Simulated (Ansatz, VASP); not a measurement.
## One calculation of KAgCl2, two programs

The input INCAR:

```
SYSTEM = KAgCl2
PREC = Accurate
ENCUT = 520
EDIFF = 1E-7
ISMEAR = 0
SIGMA = 0.01
LREAL = .FALSE.
LASPH = .TRUE.
NELM = 100
ALGO = Normal
ISIF = 2
LWAVE = .FALSE.
LCHARG = .FALSE.
GGA = PE
NBANDS = 25
```

File KPOINTS:

```
regular mesh
0
G
  6 6 6
  0 0 0
```

The input POSCAR:

```
KAgCl2
1.0
    2.1056912104      1.2157213871      6.6746577449
   -2.1056912104      1.2157213871      6.6746577449
    0.0000000000     -2.4314427743      6.6746577449
K Ag Cl
1 1 2
Direct
    1.0000000000      0.0000000000      0.0000000000
    0.5000000000      0.5000000000      0.5000000000
    0.2382740846      0.2382740846      0.2382740846
    0.7617259154      0.7617259154      0.7617259154
```

Input for Ansatz:

```yaml
crystal:
  lattice:
    - [2.1056912104, 1.2157213871, 6.6746577449]
    - [-2.1056912104, 1.2157213871, 6.6746577449]
    - [0.0, -2.4314427743, 6.6746577449]
  atoms:
    - { symbol: K, position: [1.0, 0.0, 0.0] }
    - { symbol: Ag, position: [0.5, 0.5, 0.5] }
    - { symbol: Cl, position: [0.2382740846, 0.2382740846, 0.2382740846] }
    - { symbol: Cl, position: [0.7617259154, 0.7617259154, 0.7617259154] }
kpoints:
  mp_grid: { grid: [6, 6, 6] }
hamiltonian:
  xc: pbe
scf:
  occupations: { method: fixed }
  n_extra_bands: 5
output:
  forces: true
  stress: true
  eigenvalues: true
```

Alike in both runs: task single point; functional PBE; k mesh 6 × 6 × 6; no spin polarisation.

|  | VASP | Ansatz |
| --- | --- | --- |
| version | VASP 6.6.1 | Ansatz 0.2.0 |
| potentials or method | VASP PAW PBE potentials, release 64 (K_sv, Ag, Cl) | plane waves, PAW |
| plane-wave cutoff (eV) | 520 | 420 |
| occupations | gaussian, width 0.01 eV | fixed |
| valence electrons in the cell | 34 | 42 |

```csv
,VASP,Ansatz,Ansatz less VASP
gap on the k mesh at the Fermi level (eV),2.56,2.57,+0.004
pressure (GPa),0.9,0.9,+0.03
"traceless stress, the component that is largest in VASP (GPa)",-0.07,-0.08,-0.013
rms of the force components (eV/Å),0.001,0.007,+0.0057
```

Atom by atom the forces differ by 0.006 eV/Å (rms over components). VASP's potentials hold 34 valence electrons a cell and Ansatz's 42, so a difference there can come from the potentials and not from the codes.
